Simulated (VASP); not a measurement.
# CuRuF3 (Pm-3m) in VASP: a series of runs

The runs below take CuRuF3 through single point, with r2SCAN, r2SCAN+U.

Everything below comes from runs of VASP 6.6.1. Logs are shortened: lines on timing, memory, paths and dates and some standing lists are left out, and cuts for length are marked.

## (1) The cell of the first run

Symmetry: Pm-3m, No. 221, cubic system. Conventional cell: a = 3.534 Å, b = 3.534 Å, c = 3.534 Å, α = 90.00°, β = 90.00°, γ = 90.00°. Within 3.3 Å of Cu (site symmetry m-3m) lie 12 F at 2.50 Å and 8 Ru at 3.06 Å. Within 2.3 Å of Ru (site symmetry m-3m) lie 6 F at 1.77 Å. Within 2.3 Å of F (site symmetry 4/mmm) lie 2 Ru at 1.77 Å.

## (2) Single point, r2SCAN

POSCAR

```
CuRuF3
1.0
    3.5343946800      0.0000000000      0.0000000000
    0.0000000000      3.5343946800      0.0000000000
    0.0000000000      0.0000000000      3.5343946800
Cu Ru F
1 1 3
Direct
    0.5000000000      0.5000000000      0.5000000000
    0.0000000000      0.0000000000      0.0000000000
    0.5000000000      0.0000000000      0.0000000000
    0.0000000000      0.5000000000      0.0000000000
    0.0000000000      0.0000000000      0.5000000000
```

INCAR.step1

```
  PREC = Accurate
  ENCUT = 770
  ISMEAR = 0
  SIGMA = 0.015
  LREAL = False
  LASPH = True
  NELM = 120
  NBANDS = 36
  GGA = PE
  ALGO = Normal
  EDIFF = 1E-5
  LWAVE = True
  LCHARG = False
  GGA_COMPAT = False
```

INCAR.step2

```
  PREC = Accurate
  ENCUT = 770
  EDIFF = 1E-6
  ISMEAR = 0
  SIGMA = 0.015
  LREAL = False
  LASPH = True
  NELM = 120
  ALGO = Normal
  ISIF = 2
  LWAVE = False
  LCHARG = False
  METAGGA = R2SCAN
  LMIXTAU = True
  NBANDS = 36
  ISTART = 1
  GGA_COMPAT = False
```

KPOINTS

```
regular mesh
0
Gamma
  5 5 5
```

Potentials or basis: VASP PAW PBE potentials, release 64 (Cu_sv_GW, Ru_sv, F).

The run is started by

```console
$ cat potpaw_PBE.64/Cu_sv_GW/POTCAR potpaw_PBE.64/Ru_sv/POTCAR potpaw_PBE.64/F/POTCAR > POTCAR
$ cp INCAR.step1 INCAR
$ mpirun -np 1 vasp_std > vasp.out
$ cp INCAR.step2 INCAR
$ mpirun -np 1 vasp_std > vasp.out
```

OUTCAR:

```text
PREC = Accurate
   ENCUT = 770
   EDIFF = 1E-6
   ISMEAR = 0
   LREAL = False
   LASPH = True
   NELM = 120
   ISIF = 2
   METAGGA = R2SCAN
   ISTART = 1

 ion  position               nearest neighbor table
   1  0.500  0.500  0.500-
   2  0.000  0.000  0.000-   3 1.77   4 1.77   5 1.77   5 1.77   4 1.77   3 1.77
   3  0.500  0.000  0.000-   2 1.77   2 1.77
   4  0.000  0.500  0.000-   2 1.77   2 1.77
   5  0.000  0.000  0.500-   2 1.77   2 1.77

  LATTYP: Found a simple cubic cell.
 ALAT       =     3.5343946800

  Lattice vectors:

 A1 = (   3.5343946800,   0.0000000000,   0.0000000000)
 A2 = (   0.0000000000,   3.5343946800,   0.0000000000)
 A3 = (   0.0000000000,   0.0000000000,   3.5343946800)

Analysis of symmetry for initial positions (statically):
=====================================================================
 Subroutine PRICEL returns:
 Original cell was already a primitive cell.

 Routine SETGRP: Setting up the symmetry group for a
 simple cubic supercell.

 Subroutine GETGRP returns: Found 48 space group operations
 (whereof 48 operations were pure point group operations)
 out of a pool of 48 trial point group operations.

The static configuration has the point symmetry O_h .

Analysis of symmetry for dynamics (positions and initial velocities):
=====================================================================
 Subroutine PRICEL returns:
 Original cell was already a primitive cell.

 Routine SETGRP: Setting up the symmetry group for a
 simple cubic supercell.

 Subroutine GETGRP returns: Found 48 space group operations
 (whereof 48 operations were pure point group operations)
 out of a pool of 48 trial point group operations.

The dynamic configuration has the point symmetry O_h .

 Subroutine INISYM returns: Found 48 space group operations
 (whereof 48 operations are pure point group operations),
 and found     1 'primitive' translations

----------------------------------------------------------------------------------------

                                     Primitive cell

  volume of cell :      44.1515

  direct lattice vectors                    reciprocal lattice vectors
     3.534394680  0.000000000  0.000000000     0.282933880  0.000000000  0.000000000
     0.000000000  3.534394680  0.000000000     0.000000000  0.282933880  0.000000000
     0.000000000  0.000000000  3.534394680     0.000000000  0.000000000  0.282933880

  length of vectors
     3.534394680  3.534394680  3.534394680     0.282933880  0.282933880  0.282933880

  position of ions in fractional coordinates (direct lattice)
     0.500000000  0.500000000  0.500000000
     0.000000000  0.000000000  0.000000000
     0.500000000  0.000000000  0.000000000
     0.000000000  0.500000000  0.000000000
     0.000000000  0.000000000  0.500000000

  ion indices of the primitive-cell ions
   primitive index   ion index
                 1           1
                 2           2
                 3           3
                 4           4
                 5           5

----------------------------------------------------------------------------------------

 KPOINTS: regular mesh

Automatic generation of k-mesh.
 Grid dimensions read from file:
 generate k-points for:    5    5    5

 Generating k-lattice:

  Cartesian coordinates                     Fractional coordinates (reciprocal lattice)
     0.056586776  0.000000000  0.000000000     0.200000000  0.000000000  0.000000000
     0.000000000  0.056586776  0.000000000     0.000000000  0.200000000  0.000000000
     0.000000000  0.000000000  0.056586776     0.000000000  0.000000000  0.200000000

  Length of vectors
     0.056586776  0.056586776  0.056586776

  Shift w.r.t. Gamma in fractional coordinates (k-lattice)
     0.000000000  0.000000000  0.000000000

 Subroutine IBZKPT returns following result:
 ===========================================

 Found     10 irreducible k-points:

 Following reciprocal coordinates:
            Coordinates               Weight
  0.000000  0.000000  0.000000      1.000000
  0.200000  0.000000  0.000000      6.000000
  0.400000  0.000000  0.000000      6.000000
  0.200000  0.200000  0.000000     12.000000
  0.400000  0.200000  0.000000     24.000000
  0.400000  0.400000  0.000000     12.000000
  0.200000  0.200000  0.200000      8.000000
  0.400000  0.200000  0.200000     24.000000
  0.400000  0.400000  0.200000     24.000000
  0.400000  0.400000  0.400000      8.000000
   k-points           NKPTS =     10   k-points in BZ     NKDIM =     10   number of bands    NBANDS=     36
   number of dos      NEDOS =    301   number of ions     NIONS =      5
   total plane-waves  NPLWV =  32768
   dimension x,y,z NGX =    32 NGY =   32 NGZ =   32
   dimension x,y,z NGXF=    64 NGYF=   64 NGZF=   64
   ions per type =               1   1   3
   NGX,Y,Z   is equivalent  to a cutoff of  15.05, 15.05, 15.05 a.u.
   NGXF,Y,Z  is equivalent  to a cutoff of  30.10, 30.10, 30.10 a.u.
 SYSTEM =  unknown system
   PREC   = accura    normal or accurate (medium, high low for compatibility)
   ISTART =      1    job   : 0-new  1-cont  2-samecut
   ICHARG =      0    charge: 1-file 2-atom 10-const
   ISPIN  =      1    spin polarized calculation?
   LNONCOLLINEAR =      F non collinear calculations
   LSORBIT =      F    spin-orbit coupling
   LASPH  =      T    aspherical Exc in radial PAW
   ENCUT  =  770.0 eV  56.59 Ry    7.52 a.u.   8.00  8.00  8.00*2*pi/ulx,y,z
   NELM   =    120;   NELMIN=  2; NELMDL=  0     # of ELM steps
   EDIFF  = 0.1E-05   stopping-criterion for ELM
   LREAL  =      F    real-space projection
   EDIFFG = 0.1E-04   stopping-criterion for IOM
   NSW    =      0    number of steps for IOM
   IBRION =     -1    ionic relax: 0-MD 1-quasi-New 2-CG
   NFREE  =      0    steps in history (QN), initial steepest desc. (CG)
   ISIF   =      2    stress and relaxation
   ISYM   =      2    0-nonsym 1-usesym 2-fastsym
   POTIM  = 0.5000    time-step for ionic-motion
   TEBEG  =    0.0;   TEEND  =   0.0 temperature during run
   PSTRESS=    0.0 pullay stress
   NELECT =      56.0000    total number of electrons
   NUPDOWN=      -1.0000    fix difference up-down
   EMIN   =  10.00;   EMAX   =-10.00  energy-range for DOS
   EFERMI =   0.00;   METHOD = LEGACY
   ISMEAR =     0;   SIGMA  =   0.01  broadening in eV -4-tet -1-fermi 0-gaus
   EFERMI_NEDOS =   21; number of points for ismear=-14 and -15
   IALGO  =     38    algorithm
   IMIX   =      4    mixing-type and parameters
     AMIX     =   0.40;   BMIX     =  1.00
     AMIX_MAG =   1.60;   BMIX_MAG =  1.00
  volume/ion in A,a.u.               =       8.83        59.59
  Fermi-wavevector in a.u.,A,eV,Ry     =   1.772104  3.348790 42.727076  3.140351
  Thomas-Fermi vector in A             =   2.838562
   LORBIT       =      0    0 simple, 1 ext, 2 COOP (PROOUT), +10 PAW based schemes
   METAGGA = R2SCAN    functional components
   LHFCALC =     F    Hartree Fock is set to
   AEXX    =    0.0000 exact exchange contribution
   IVDW    =     0    specifies the selected vdW correction
   LEPSILON=     F    determine dielectric tensor
   LRPA    =     F    only Hartree local field effects (RPA)
 non-spin polarized calculation
 Gauss-broadening in eV      SIGMA  =   0.01
  energy-cutoff  :      770.00
  volume of cell :       44.15
 maximum number of plane-waves:      2164
 NGX is ok and might be reduce to    32
   NGX = 15   NGY = 15   NGZ = 15

 number of electron      55.9999996 magnetization

 Free energy of the ion-electron system (eV)
  ---------------------------------------------------
  ext. energy  EPLUGINS =         0.00000000
  ---------------------------------------------------
  free energy    TOTEN  =       -43.97994615 eV

  energy without entropy =      -43.97726812  energy(sigma->0) =      -43.97860714

 E-fermi :  11.1746     XC(G=0): -13.7244

 val. band max:       11.1724874276   @ k =   0.4000   0.4000   0.2000
 cond. band min:      11.1878140463   @ k =   0.4000   0.4000   0.4000
 fundamental gap:      0.0153266187
 Fermi energy:        11.1745573583

 k-point     1 :       0.0000    0.0000    0.0000
  band No.  band energies     occupation
      1    -105.1028      2.00000
      2     -64.8694      2.00000
      3     -61.0377      2.00000
      4     -61.0377      2.00000
      5     -61.0377      2.00000
      6     -34.5330      2.00000
[... 28 lines left out ...]
     35      21.2551      0.00000
     36      21.2551      0.00000

 k-point     2 :       0.2000    0.0000    0.0000
  band No.  band energies     occupation
      1    -105.1030      2.00000
      2     -64.8679      2.00000
      3     -61.0383      2.00000
      4     -61.0377      2.00000
      5     -61.0377      2.00000
      6     -34.6230      2.00000
[... 28 lines left out ...]
     35      21.7799      0.00000
     36      23.5655      0.00000

 k-point     3 :       0.4000    0.0000    0.0000
  band No.  band energies     occupation
      1    -105.1031      2.00000
      2     -64.8653      2.00000
      3     -61.0390      2.00000
      4     -61.0378      2.00000
      5     -61.0378      2.00000
      6     -34.7638      2.00000
[... 28 lines left out ...]
     35      22.8215      0.00000
     36      25.1949      0.00000

 k-point     4 :       0.2000    0.2000    0.0000
  band No.  band energies     occupation
      1    -105.1031      2.00000
      2     -64.8663      2.00000
      3     -61.0383      2.00000
      4     -61.0382      2.00000
      5     -61.0378      2.00000
      6     -34.6211      2.00000
[... 28 lines left out ...]
     35      23.0033      0.00000
     36      24.9539      0.00000

 k-point     5 :       0.4000    0.2000    0.0000
  band No.  band energies     occupation
      1    -105.1032      2.00000
      2     -64.8637      2.00000
      3     -61.0389      2.00000
      4     -61.0384      2.00000
      5     -61.0378      2.00000
      6     -34.7610      2.00000
[... 28 lines left out ...]
     35      23.9425      0.00000
     36      24.9276      0.00000

 k-point     6 :       0.4000    0.4000    0.0000
  band No.  band energies     occupation
      1    -105.1032      2.00000
      2     -64.8611      2.00000
      3     -61.0389      2.00000
      4     -61.0387      2.00000
      5     -61.0379      2.00000
      6     -34.7568      2.00000
[... 28 lines left out ...]
     35      23.7811      0.00000
     36      25.3547      0.00000

 k-point     7 :       0.2000    0.2000    0.2000
  band No.  band energies     occupation
      1    -105.1032      2.00000
      2     -64.8647      2.00000
      3     -61.0383      2.00000
      4     -61.0383      2.00000
      5     -61.0383      2.00000
      6     -34.6191      2.00000
[... 28 lines left out ...]
     35      25.1637      0.00000
     36      25.1675      0.00000

 k-point     8 :       0.4000    0.2000    0.2000
  band No.  band energies     occupation
      1    -105.1031      2.00000
      2     -64.8621      2.00000
      3     -61.0387      2.00000
      4     -61.0382      2.00000
      5     -61.0382      2.00000
      6     -34.7583      2.00000
[... 28 lines left out ...]
     35      24.8209      0.00000
     36      25.0448      0.00000

 k-point     9 :       0.4000    0.4000    0.2000
  band No.  band energies     occupation
      1    -105.1031      2.00000
      2     -64.8595      2.00000
      3     -61.0388      2.00000
      4     -61.0388      2.00000
      5     -61.0382      2.00000
      6     -34.7541      2.00000
[... 28 lines left out ...]
     35      23.3956      0.00000
     36      25.2345      0.00000

 k-point    10 :       0.4000    0.4000    0.4000
  band No.  band energies     occupation
      1    -105.1033      2.00000
      2     -64.8570      2.00000
      3     -61.0389      2.00000
      4     -61.0389      2.00000
      5     -61.0387      2.00000
      6     -34.7501      2.00000
[... 28 lines left out ...]
     35      22.9712      0.00000
     36      22.9712      0.00000

------------------------ aborting loop because EDIFF is reached ----------------------------------------

  FORCE on cell =-STRESS in cart. coord.  units (eV):
  Direction    XX          YY          ZZ          XY          YZ          ZX
  --------------------------------------------------------------------------------------
  -------------------------------------------------------------------------------------
  Total       33.7444474     33.7444474     33.7444474      0.0000000      0.0000000      0.0000000
  in kB     1224.5253152   1224.5253152   1224.5253152      0.0000000      0.0000000      0.0000000
  external PRESSURE =    1224.5253152 kB  Pullay stress =       0.0000000 kB

 VOLUME and BASIS-vectors are now :
 -----------------------------------------------------------------------------
  energy-cutoff  :      770.00
  volume of cell :       44.15
      direct lattice vectors                 reciprocal lattice vectors
     3.534394680  0.000000000  0.000000000     0.282933880  0.000000000  0.000000000
     0.000000000  3.534394680  0.000000000     0.000000000  0.282933880  0.000000000
     0.000000000  0.000000000  3.534394680     0.000000000  0.000000000  0.282933880

 POSITION                                       TOTAL-FORCE (eV/Angst)
 -----------------------------------------------------------------------------------
      1.76720      1.76720      1.76720         0.000000      0.000000      0.000000
      0.00000      0.00000      0.00000         0.000000      0.000000      0.000000
      1.76720      0.00000      0.00000         0.000000      0.000000      0.000000
      0.00000      1.76720      0.00000         0.000000      0.000000      0.000000
      0.00000      0.00000      1.76720         0.000000      0.000000      0.000000
 -----------------------------------------------------------------------------------
    total drift:                                0.000000      0.000000     -0.000000

  FREE ENERGIE OF THE ION-ELECTRON SYSTEM (eV)
  ---------------------------------------------------
  free  energy   TOTEN  =       -43.9799461506 eV

  energy  without entropy=      -43.9772681225  energy(sigma->0) =      -43.97860714
```

Wall time 3.3 min (1 thread of AMD EPYC 7R43 (Zen 3), shared host); peak memory 0.17 GiB.

Results:

* Free energy: -43.9799 eV
* Pressure: 122.5 GPa
* Band gap on the k mesh: zero (bands 28 and 29 overlap by 2.50 eV)

Levels at points of the mesh, in eV from the Fermi level:
```
           k point  band 25  band 26  band 27  band 28  band 29  band 30  band 31  band 32
(0.00, 0.00, 0.00)    -3.33    -2.60    -2.48    -2.48    -2.48     1.00     1.00     9.55
```

Caveat: the cell stands under pressure; the PAW data sets were made with another functional, which shifts forces and pressure a little.

## (3) Single point, r2SCAN+U

POSCAR is that of step 2.

INCAR.step1

```
SYSTEM = CuRuF3
PREC = Accurate
ENCUT = 770
ISMEAR = 0
SIGMA = 0.015
LREAL = .False.
LASPH = .True.
NELM = 200
LMAXMIX = 4
LDAU = .True.
LDAUTYPE = 2
LDAUL = 2 -1 -1
LDAUU = 1 0 0
LDAUJ = 0 0 0
NBANDS = 36
GGA = PE
ALGO = Normal
EDIFF = 1E-5
LWAVE = .True.
LCHARG = .False.
GGA_COMPAT = .False.
```

INCAR.step2

```
SYSTEM = CuRuF3
PREC = Accurate
ENCUT = 770
EDIFF = 1E-6
ISMEAR = 0
SIGMA = 0.015
LREAL = .False.
LASPH = .True.
NELM = 200
ALGO = Normal
ISIF = 2
LWAVE = .False.
LCHARG = .True.
LMAXMIX = 4
LDAU = .True.
LDAUTYPE = 2
LDAUL = 2 -1 -1
LDAUU = 1 0 0
LDAUJ = 0 0 0
LDAUPRINT = 1
METAGGA = R2SCAN
LMIXTAU = .True.
LELF = .True.
LVHAR = .True.
NBANDS = 36
ISTART = 1
GGA_COMPAT = .False.
```

KPOINTS

```
regular mesh
0
Gamma
  5 5 5
  0 0 0
```

Potentials or basis: VASP PAW PBE potentials, release 64 (Cu_sv_GW, Ru_sv, F).

The run is started by

```console
$ cat potpaw_PBE.64/Cu_sv_GW/POTCAR potpaw_PBE.64/Ru_sv/POTCAR potpaw_PBE.64/F/POTCAR > POTCAR
$ cp INCAR.step1 INCAR
$ mpirun -np 1 vasp_std > vasp.out
$ cp INCAR.step2 INCAR
$ mpirun -np 1 vasp_std > vasp.out
```

It took 2 min on 1 thread of Intel Xeon Platinum 8259CL at 2.50GHz (Skylake/Cascade Lake), shared host; peak memory 0.21 GiB.

It converged, with:

```yaml
Free_energy: -43.6483 eV
Pressure: 122.3 GPa
Band_gap_on_the_k_mesh: zero (bands 28 and 29 overlap by 2.57 eV)
```

Levels at points of the mesh, in eV from the Fermi level:
```csv
k point,band 25,band 26,band 27,band 28,band 29,band 30,band 31,band 32
"(0.00, 0.00, 0.00)",-3.54,-2.64,-2.64,-2.64,-2.55,1.00,1.00,9.59
```

Eigenvalues of the final occupation matrices:
| site | spin | trace | eigenvalues |
| --- | --- | --- | --- |
| site 1 d | 1 | 4.65 | 0.92 0.92 0.93 0.93 0.93 |
| site 1 d | 2 | 4.65 | 0.92 0.92 0.93 0.93 0.93 |

Caveat: the cell stands under pressure; the PAW data sets were made with another functional, which shifts forces and pressure a little; U without spin polarisation on a metal has little footing.
